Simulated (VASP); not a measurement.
Cd: single point with r2SCAN

Cd:

```xyz
4
Lattice="1.7525 -5.5594 0.0000 1.7525 5.5594 0.0000 0.0000 0.0000 4.6381" Properties=species:S:1:pos:R:3 pbc="T T T"
Cd    1.7525    4.4697    4.2207
Cd    1.7525   -1.0896    2.7365
Cd    1.7525   -4.4697    0.4174
Cd    1.7525    1.0896    1.9016
```

```
Program                : VASP 6.6.1
Task                   : single point
Functional             : r2SCAN
Potentials or basis    : VASP PAW PBE potentials, release 64 (Cd)
Cutoff                 : 520 eV
k mesh                 : 6 × 6 × 4
Occupations            : gaussian, width 0.1 eV
Spin                   : no spin polarisation
Dipole correction      : no
Further INCAR settings : ALGO = Normal; EDIFF = 1e-06; NBANDS = 32
```

- Pressure: 41.7 GPa
- Largest force: 7.085 eV/Å
- Band gap on the k mesh: zero (bands 24 and 25 overlap by 2.01 eV)

Forces on the atoms (eV/Å):
```
Cd   0.000 -4.783  5.227
Cd   0.000 -4.783 -5.227
Cd   0.000  4.783 -5.227
Cd   0.000  4.783  5.227
```

Stress tensor (GPa, compression positive):
```
51.48  0.00  0.00
 0.00 33.05  0.00
 0.00  0.00 40.61
```

Levels at points of the mesh, in eV from the Fermi level:
```csv
k point,band 22,band 23,band 24,band 25,band 26,band 27
"(0.00, 0.00, 0.00)",-3.68,-2.53,-0.22,0.11,4.34,4.50
"(0.50, 0.00, 0.00)",-5.20,-1.67,-1.67,2.17,2.17,3.49
"(0.50, 0.50, 0.00)",-6.25,0.02,0.30,1.23,2.19,3.60
"(0.00, 0.00, 0.50)",-7.09,-1.24,-1.24,0.55,0.55,6.58
"(0.50, 0.00, 0.50)",-3.30,-3.04,-3.04,0.46,0.46,1.11
"(0.50, 0.50, 0.50)",-6.51,-3.82,-3.82,5.30,5.30,6.17
```

Wall time 11 min on 1 thread of Intel(R) Xeon(R) Platinum 8259CL CPU @ 2.50GHz (Skylake/Cascade Lake) (shared host), peak memory 0.34 GiB.

Caveat: the stress differs along the axes, from 33 to 51 GPa; the PAW data sets were made with another functional, which shifts forces and pressure a little.
